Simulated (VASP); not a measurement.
Crystal: ZnS.

```
CELL_PARAMETERS angstrom
0.00000 2.68387 2.68387
2.68387 0.00000 2.68387
2.68387 2.68387 0.00000
ATOMIC_POSITIONS crystal
Zn 0.75000 0.75000 0.75000
S 0.00000 0.00000 0.00000
```

Base run:

| Item | Value |
| --- | --- |
| Program | VASP 6.6.1 |
| Functional | PBE-based screened hybrid with 25 % exact exchange |
| Potentials or basis | VASP PAW PBE potentials, release 64 (Zn, S) |
| Cutoff | 520 eV |
| k mesh | 5 × 5 × 5 |
| Occupations | fermi-dirac, width 0.05 eV |
| Spin | no spin polarisation |

Its results: band gap on the k mesh 3.22 eV; pressure 2.8 GPa.

Question: The run is repeated on the same cell with these changes: functional from PBE-based screened hybrid with 25 % exact exchange to PBE0. What comes out?

Answer: Band gap on the k mesh 4.13 eV; pressure 2.3 GPa.

Caveats: the PAW data sets were made with another functional, which shifts forces and pressure a little.

